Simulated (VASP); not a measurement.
# HgTe (F-43m) in VASP: notebook, part 2 of 2

VASP 6.6.1. The steps go on from the part before.

## Step 4: Relaxation of cell and atoms, PBE, target pressure 10 GPa, at which the enthalpy is minimised

This run uses another cell than the first one, of 30.41 Å³/atom.

File INCAR:

```
SYSTEM = HgTe
  ALGO = Normal
  EDIFF = 1E-6
  EDIFFG = -0.008
  ENCUT = 600
  GGA = PE
  IBRION = 2
  ISIF = 3
  ISMEAR = 0
  LASPH = .TRUE.
  LCHARG = .FALSE.
  LREAL = .FALSE.
  LWAVE = .FALSE.
  NELM = 80
  NSW = 70
  PREC = Accurate
  PSTRESS = 100.0
  SIGMA = 0.1
```

File KPOINTS:

```
k-points
0
G
  12 12 12
  0 0 0
```

File POSCAR:

```
HgTe
1.0
    0.0000000000      3.1214160772      3.1214160772
    3.1214160772      0.0000000000      3.1214160772
    3.1214160772      3.1214160772      0.0000000000
Hg Te
1 1
Direct
    0.0000000000      0.0000000000      0.0000000000
    0.2500000000      0.2500000000      0.2500000000
```

Potentials or basis: VASP PAW PBE potentials, release 64 (Hg, Te).

Launch:

```
> cat potpaw_PBE.64/Hg/POTCAR potpaw_PBE.64/Te/POTCAR > POTCAR
> mpirun -np 1 vasp_std > vasp.out
```

OUTCAR:

```text
SYSTEM = HgTe
   EDIFF = 1E-6
   EDIFFG = -0.008
   ENCUT = 600
   GGA = PE
   IBRION = 2
   ISIF = 3
   ISMEAR = 0
   LASPH = .TRUE.
   LREAL = .FALSE.
   NELM = 80
   NSW = 70
   PREC = Accurate
   PSTRESS = 100.0

 ion  position               nearest neighbor table
   1  0.000  0.000  0.000-   2 2.70   2 2.70   2 2.70   2 2.70
   2  0.250  0.250  0.250-   1 2.70   1 2.70   1 2.70   1 2.70

  LATTYP: Found a face centered cubic cell.
 ALAT       =     6.2428321544

  Lattice vectors:

 A1 = (   0.0000000000,   3.1214160772,   3.1214160772)
 A2 = (   3.1214160772,   0.0000000000,   3.1214160772)
 A3 = (   3.1214160772,   3.1214160772,   0.0000000000)

Analysis of symmetry for initial positions (statically):
=====================================================================
 Subroutine PRICEL returns:
 Original cell was already a primitive cell.

 Routine SETGRP: Setting up the symmetry group for a
 face centered cubic supercell.

 Subroutine GETGRP returns: Found 24 space group operations
 (whereof 24 operations were pure point group operations)
 out of a pool of 48 trial point group operations.

The static configuration has the point symmetry T_d .

Analysis of symmetry for dynamics (positions and initial velocities):
=====================================================================
 Subroutine PRICEL returns:
 Original cell was already a primitive cell.

 Routine SETGRP: Setting up the symmetry group for a
 face centered cubic supercell.
[... 231 lines left out ...]

 Free energy of the ion-electron system (eV)
  ---------------------------------------------------
  ext. energy  EPLUGINS =         0.00000000
  ---------------------------------------------------
  free energy    TOTEN  =        -3.33258919 eV

  energy without entropy =       -3.33245055  energy(sigma->0) =       -3.33251987

 E-fermi :   4.2259     XC(G=0):  -9.1859

 val. band max:        4.1746496491   @ k =   0.0000   0.0000   0.0000
 cond. band min:       4.7360045657   @ k =   0.0833   0.0000   0.0000
 fundamental gap:      0.5613549167
 Fermi energy:         4.2258755103

 k-point     1 :       0.0000    0.0000    0.0000
  band No.  band energies     occupation
      1      -8.5612      2.00000
      2      -3.7953      2.00000
      3      -3.7953      2.00000
      4      -3.7953      2.00000
      5      -3.1420      2.00000
      6      -3.1420      2.00000
      7       3.6930      2.00000
      8       4.1746      1.53121
      9       4.1746      1.53121
     10       4.1746      1.53121
     11       8.2081      0.00000
     12       8.2081      0.00000
     13       8.2081      0.00000
[... 354 lines left out ...]
  band No.  band energies     occupation
      1      -7.7944      2.00000
      2      -3.6229      2.00000
      3      -3.5869      2.00000
      4      -3.1710      2.00000
      5      -3.1295      2.00000
      6      -2.7758      2.00000
      7      -1.7642      2.00000
      8       1.6536      2.00000
      9       2.6922      2.00000
     10       6.0741      0.00000
     11       8.5815      0.00000
     12       9.7185      0.00000
     13      11.1495      0.00000

 [... further k-points ...]

------------------------ aborting loop because EDIFF is reached ----------------------------------------

  FORCE on cell =-STRESS in cart. coord.  units (eV):
  Direction    XX          YY          ZZ          XY          YZ          ZX
  --------------------------------------------------------------------------------------
  -------------------------------------------------------------------------------------
  Total        3.8319097      3.8319097      3.8319097      0.0000000      0.0000000      0.0000000
  in kB      100.0042374    100.0042374    100.0042374      0.0000000      0.0000000      0.0000000
  external PRESSURE =       0.0042374 kB  Pullay stress =     100.0000000 kB
[... 21 lines left out ...]
  energy  without entropy=       -3.3324505507  energy(sigma->0) =       -3.33251987

  enthalpy is  TOTEN    =         0.4991581352 eV   P V=        3.8317473239

 reached required accuracy - stopping structural energy minimisation
```

OSZICAR:

```text
N       E                     dE             d eps       ncg     rms          rms(c)
DAV:   1     0.119985934743E+03    0.11999E+03   -0.89981E+03  1872   0.136E+03
[... 23 lines left out ...]
       N       E                     dE             d eps       ncg     rms          rms(c)
DAV:   1    -0.335405071783E+01    0.21093E-01   -0.42818E-01  2027   0.847E+00    0.107E+00
DAV:   2    -0.333477602041E+01    0.19275E-01   -0.49289E-02  2022   0.363E+00    0.381E-01
DAV:   3    -0.333288986033E+01    0.18862E-02   -0.55220E-03  1977   0.777E-01    0.363E-01
DAV:   4    -0.333261172803E+01    0.27813E-03   -0.75402E-04  2052   0.270E-01    0.450E-02
DAV:   5    -0.333258656241E+01    0.25166E-04   -0.12185E-04  2070   0.157E-01    0.452E-02
DAV:   6    -0.333259016127E+01   -0.35989E-05   -0.20841E-05  2002   0.482E-02    0.170E-02
DAV:   7    -0.333258918873E+01    0.97254E-06   -0.39173E-06  2012   0.283E-02
   3 F= 0.49915814E+00 E0= 0.49922745E+00  d E =-.134696E-02
```

Wall time 75 s (1 thread of AMD EPYC 9R45 (Zen 5), shared host); peak memory 0.23 GiB.

What came out:

| Quantity | Value |
| --- | --- |
| Free energy | -3.3326 eV |
| Relaxed volume | 30.70 Å³/atom |
| Relaxed cell | a = 4.428 Å, b = 4.428 Å, c = 4.428 Å, α = 60.00°, β = 60.00°, γ = 60.00° |
| Space group after relaxing (to 0.1 Å) | F-43m (No. 216) |
| Energy change on relaxing (the run minimises the enthalpy) | -18.3 meV/atom |
| Ionic steps | 3 |
| Pressure after relaxing | 10.0 GPa |
| Band gap on the k mesh | zero (filled and empty bands touch) |

The path:
| step | energy change (eV) | largest force (eV/Å) | pressure (GPa) | volume (Å³) |
| --- | --- | --- | --- | --- |
| 1 | 0.0000 | 0.0000 | 10.76 | 60.83 |
| 2 | -0.0792 | 0.0000 | 9.11 | 62.11 |
| 3 | -0.0367 | 0.0000 | 10.00 | 61.39 |

Final structure:
```yaml
crystal:
  lattice:
    - [0.00000, 3.13107, 3.13107]
    - [3.13107, 0.00000, 3.13107]
    - [3.13107, 3.13107, 0.00000]
  atoms:
    - { symbol: Hg, position: [0.00000, 0.00000, 0.00000] }
    - { symbol: Te, position: [0.25000, 0.25000, 0.25000] }
```

Caveat: the cell is relaxed towards a set pressure, so the run minimises the enthalpy, not the energy; semilocal functionals underestimate gaps, so a narrow gap can read as zero; spin-orbit coupling is left out, which moves the levels of the heavy elements.

## Step 5: Relaxation of cell and atoms, PBE, target pressure 5 GPa, at which the enthalpy is minimised

This run uses another cell than the first one, of 32.68 Å³/atom.

File INCAR:

```
SYSTEM = HgTe
  ALGO = Normal
  EDIFF = 1E-7
  EDIFFG = -0.008
  ENCUT = 600
  GGA = PE
  IBRION = 2
  ISIF = 3
  ISMEAR = 0
  LASPH = .True.
  LCHARG = .False.
  LREAL = .False.
  LWAVE = .False.
  NELM = 80
  NSW = 70
  PREC = Accurate
  PSTRESS = 50.0
  SIGMA = 0.1
```

File KPOINTS:

```
k-points
0
Gamma
  12 12 12
  0 0 0
```

File POSCAR:

```
HgTe
1.0
    0.0000000000      3.1971877575      3.1971877575
    3.1971877575      0.0000000000      3.1971877575
    3.1971877575      3.1971877575      0.0000000000
Hg Te
1 1
Direct
    0.0000000000      0.0000000000      0.0000000000
    0.2500000000      0.2500000000      0.2500000000
```

Launch:

```
> cat potpaw_PBE.64/Hg/POTCAR potpaw_PBE.64/Te/POTCAR > POTCAR
> mpirun -np 1 vasp_std > vasp.out
```

Run time: 86 s. Hardware: 1 thread of AMD EPYC 9R45 (Zen 5), shared host; peak memory 0.24 GiB.

It converged, with:

```
Free energy                                                : -3.5443 eV
Relaxed volume                                             : 33.00 Å³/atom
Relaxed cell                                               : a = 4.536 Å, b = 4.536 Å, c = 4.536 Å, α = 60.00°, β = 60.00°, γ = 60.00°
Space group after relaxing (to 0.1 Å)                      : F-43m (No. 216)
Energy change on relaxing (the run minimises the enthalpy) : -10.6 meV/atom
Ionic steps                                                : 3
Pressure after relaxing                                    : 5.0 GPa
Band gap on the k mesh                                     : zero (filled and empty bands touch)
```

Step by step:
```
step  energy change (eV)  largest force (eV/Å)  pressure (GPa)  volume (Å³)
   1              0.0000                0.0000            5.59        65.36
   2             -0.0362                0.0000            4.57        66.51
   3             -0.0212                0.0000            5.00        66.00
```

Final structure:
```cif
data_structure
_symmetry_space_group_name_H-M 'P 1'
_symmetry_Int_Tables_number 1
_cell_length_a 4.5362
_cell_length_b 4.5362
_cell_length_c 4.5362
_cell_angle_alpha 60.000
_cell_angle_beta 60.000
_cell_angle_gamma 60.000
_cell_volume 66.00
loop_
_atom_site_label
_atom_site_type_symbol
_atom_site_fract_x
_atom_site_fract_y
_atom_site_fract_z
_atom_site_occupancy
Hg1 Hg 0.00000 0.00000 0.00000 1
Te1 Te 0.25000 0.25000 0.25000 1
```

Levels at points of the mesh, in eV from the Fermi level:
```
           k point  band 7  band 8  band 9  band 10  band 11  band 12
(0.00, 0.00, 0.00)   -0.73   -0.06   -0.06    -0.06     4.13     4.13
(0.50, 0.00, 0.00)   -5.70   -1.09   -1.09     0.65     4.95     4.95
(0.50, 0.50, 0.00)   -5.62   -2.43   -2.43     1.83     2.37     8.25
```

Caveat: the cell is relaxed towards a set pressure, so the run minimises the enthalpy, not the energy; semilocal functionals underestimate gaps, so a narrow gap can read as zero; spin-orbit coupling is left out, which moves the levels of the heavy elements.

## Step 6: Summary

```csv
cell,gap on the mesh (eV),pressure (GPa)
"relaxed to 40 GPa from a = 4.168 Å, angles 60.0°, 2 atoms",0.14,40.0
"relaxed to 20 GPa from a = 4.309 Å, angles 60.0°, 2 atoms",none,20.0
"relaxed to 10 GPa from a = 4.414 Å, angles 60.0°, 2 atoms",none,10.0
"relaxed to 5 GPa from a = 4.522 Å, angles 60.0°, 2 atoms",none,5.0
```

Alike in all rows: task relaxation of cell and atoms; level PBE; potentials or basis VASP PAW PBE potentials, release 64 (Hg, Te); no spin polarisation; k mesh 12 × 12 × 12; cutoff (eV) 600; smearing gaussian 0.1 eV.

Caveats: the cell is relaxed towards a set pressure, so the run minimises the enthalpy, not the energy; spin-orbit coupling is left out, which moves the levels of the heavy elements; semilocal functionals underestimate gaps, so a narrow gap can read as zero (at least some runs).

Absolute energies hang on the potentials; compare differences alone.
